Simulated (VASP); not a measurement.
Write the native input for VASP 6.6.1 that does the following.

```
Task                   : single point
Functional             : PBE
Potentials or basis    : VASP PAW PBE potentials, release 64 (Br)
Cutoff                 : 520 eV
k mesh                 : 16 × 16 × 16
Occupations            : fermi-dirac, width 0.08 eV
Spin                   : no spin polarisation
Dipole correction      : no
Further INCAR settings : ALGO = Normal; EDIFF = 1e-07; NBANDS = 10
```

The structure of Br lies in POSCAR:

```
Br
1.0
   -1.5907018369      1.5907018369      1.5907018369
    1.5907018369     -1.5907018369      1.5907018369
    1.5907018369      1.5907018369     -1.5907018369
Br
1
Direct
    0.0000000000      0.0000000000      0.0000000000
```

This cell differs from its parent crystal: volume scaled by 0.6.

These files were run (other wordings do the same):

INCAR

```
PREC     = Accurate       # precision mode
ENCUT    = 520            # plane-wave cutoff, eV
EDIFF    = 1E-7           # SCF threshold, eV
ISMEAR   = -1             # smearing method
SIGMA    = 0.08           # smearing width, eV
LREAL    = False          # projectors in reciprocal space
LASPH    = True           # aspherical terms in the spheres
NELM     = 60             # most SCF steps
ALGO     = Normal         # electronic algorithm
ISIF     = 2              # what is computed and relaxed
LWAVE    = False          # write WAVECAR
LCHARG   = False          # write CHGCAR
GGA      = PE             # functional
NBANDS   = 10             # bands
```

KPOINTS

```
Automatic mesh
0
Gamma
  16 16 16
```

Potentials or basis: VASP PAW PBE potentials, release 64 (Br).

The run is started by

```console
$ cat potpaw_PBE.64/Br/POTCAR > POTCAR
$ mpirun -np 1 vasp_std > vasp.out
```

It gave:

| Property | Result |
| --- | --- |
| Pressure | 53.0 GPa |

Caveat: an odd number of electrons without spin polarisation forces a metal; a magnetic or distorted state may lie lower.

Wall time 13 s on 1 thread of AMD EPYC 7R43 64-Core Processor (Zen 3) (shared host), peak memory 0.1 GiB.
